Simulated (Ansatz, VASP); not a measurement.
## One calculation of Eu, two programs

The input INCAR:

```
SYSTEM = Eu
PREC     = Accurate       ! precision mode
ENCUT    = 520            ! plane-wave cutoff, eV
EDIFF    = 1E-7           ! SCF threshold, eV
ISMEAR   = -1             ! smearing method
SIGMA    = 0.2            ! smearing width, eV
LREAL    = .FALSE.        ! projectors in reciprocal space
LASPH    = .TRUE.         ! aspherical terms in the spheres
NELM     = 150            ! most SCF steps
ALGO     = Normal         ! electronic algorithm
ISIF     = 2              ! what is computed and relaxed
LWAVE    = .FALSE.        ! write WAVECAR
LCHARG   = .FALSE.        ! write CHGCAR
ISPIN    = 2              ! spin polarisation
MAGMOM   = 6.925          ! initial moments
LORBIT   = 11             ! projections on sites
LMAXMIX  = 6              ! l up to which the mixer works
GGA      = CA             ! functional
NBANDS   = 18             ! bands
```

KPOINTS

```
Automatic mesh
0
G
  11 11 11
  0 0 0
```

File POSCAR:

```
Eu
1.0
   -2.0544259245      2.0544259245      2.0544259245
    2.0544259245     -2.0544259245      2.0544259245
    2.0544259245      2.0544259245     -2.0544259245
Eu
1
Direct
    0.0000000000      0.0000000000      0.0000000000
```

Input for Ansatz:

```yaml
crystal:
  lattice:
    - [-2.0544259245, 2.0544259245, 2.0544259245]
    - [2.0544259245, -2.0544259245, 2.0544259245]
    - [2.0544259245, 2.0544259245, -2.0544259245]
  atoms:
    - { symbol: Eu, position: [0.0, 0.0, 0.0], spin: 6.925 }
hamiltonian:
  xc: lda
  pseudopotentials:
    kind: paw
    azcp:
      Eu: "pseudopotentials/Eu.paw.azcp"
basis:
  ecutwfc: 420
  fft_grid_basis: typed
kpoints:
  mp_grid: { grid: [11, 11, 11], shift: [0, 0, 0] }
magnetization:
  spin_polarized: true
scf:
  occupations: { method: fermi_dirac, width: 0.2 }
  lower_state_search: "off"
output:
  stress: true
```

Alike in both runs: task single point; functional LDA; k mesh 11 × 11 × 11; occupations fermi-dirac, width 0.2 eV; collinear spin.

```csv
,VASP,Ansatz
version,VASP 6.6.1,Ansatz 0.2.0
potentials or method,"VASP PAW PBE potentials, release 64 (Eu), cutoff 520 eV","plane waves (420 eV) with PAW, scalar-relativistic"
valence electrons in the cell,17,17
```

|  | VASP | Ansatz | Ansatz less VASP |
| --- | --- | --- | --- |
| pressure (GPa) | -0.1 | 0.1 | +0.23 |
| net moment per atom (μB) | 7.14 | 7.19 | +0.053 |
| size of the moment on the site where the two differ most (μB) | 6.62 | 6.92 | +0.302 |

VASP's potentials were made for PBE, not for LDA, and Ansatz warns of the same on its side. LDA's correlation is that of Perdew and Zunger in VASP and of Perdew and Wang (1992) in Ansatz. Site moments also hang on the region over which each program counts them.

Neither program's run includes spin-orbit coupling.
